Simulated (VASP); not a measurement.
Input of a VASP 6.6.1 run:

File POSCAR:

```
Cu
1.0
    0.0000000000      1.7998269111      1.7998269111
    1.7998269111      0.0000000000      1.7998269111
    1.7998269111      1.7998269111      0.0000000000
Cu
1
Direct
    0.0000000000      0.0000000000      0.0000000000
```

File INCAR.step1:

```
ALGO = Normal
EDIFF = 1E-4
ENCUT = 600
GGA = PE
ISMEAR = 0
LASPH = True
LCHARG = False
LREAL = False
LWAVE = True
NELM = 80
PREC = Accurate
SIGMA = 0.1
```

File INCAR.step2:

```
ALGO = Normal
EDIFF = 1E-6
EDIFFG = -0.008
ENCUT = 600
IBRION = 2
ISIF = 3
ISMEAR = 0
ISTART = 1
LASPH = True
LCHARG = False
LMIXTAU = True
LREAL = False
LWAVE = False
METAGGA = R2SCAN
NELM = 80
NSW = 70
PREC = Accurate
PSTRESS = -20.0
SIGMA = 0.1
```

File KPOINTS:

```
k-points
0
Gamma
  20 20 20
```

Potentials or basis: VASP PAW PBE potentials, release 64 (Cu).

Command:

```sh
$ cat potpaw_PBE.64/Cu/POTCAR > POTCAR
$ cp INCAR.step1 INCAR
$ mpirun -np 1 vasp_std > vasp.out
$ cp INCAR.step2 INCAR
$ mpirun -np 1 vasp_std > vasp.out
```

Q: Predict the relaxed cell.

A: a = 2.543 Å, b = 2.543 Å, c = 2.543 Å, α = 60.00°, β = 60.00°, γ = 60.00°.

Q: What does it give for the space group after relaxing (to 0.05 Å)?

A: Fm-3m (No. 225).

Final structure:
```
Cu
1.0
     0.00000    1.79830    1.79830
     1.79830    0.00000    1.79830
     1.79830    1.79830    0.00000
Cu
1
Direct
  0.00000 0.00000 0.00000
```
